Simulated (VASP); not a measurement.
## Te2Pt: single point with PBE

Crystal: Te2Pt.

```
Te Pt
1.0
     4.08859    0.00000    0.00000
    -2.04430    3.54082    0.00000
     0.00000    0.00000    5.38846
Te Pt
2 1
Direct
  0.33333 0.66667 0.25287
  0.66667 0.33333 0.74713
  0.00000 0.00000 0.00000
```

```json
{
 "Program": "VASP 6.6.1",
 "Task": "single point",
 "Functional": "PBE",
 "Potentials or basis": "VASP PAW PBE potentials, release 64 (Te, Pt)",
 "Cutoff": "500 eV",
 "k mesh": "12 × 12 × 8",
 "Occupations": "gaussian, width 0.15 eV",
 "Spin": "collinear spin",
 "Starting moments": "[0.0, 0.0, 0.312] μB",
 "Fixed moment": "0.3125 μB",
 "Dipole correction": "no",
 "Further INCAR settings": "ALGO = Normal; EDIFF = 1e-06; NBANDS = 22"
}
```

```
Pressure                                              : -0.1 GPa
Largest force                                         : 0.029 eV/Å
Net moment                                            : 0.31 μB per cell
Site moments                                          : Te +0.06; Pt +0.10 μB
Valence electrons inside the program's atomic spheres : Te 3.31; Pt 9.32
```

Forces on the atoms (eV/Å):
```
Te   0.000  0.000  0.029
Te   0.000  0.000 -0.029
Pt   0.000  0.000  0.000
```

Wall time 11 min on 1 thread of Oxide Virtual Turin-like Processor, with other jobs on the host, peak memory 0.41 GiB.

Caveat: the total moment is fixed, so each spin has its own Fermi level and the state may be an excited one.
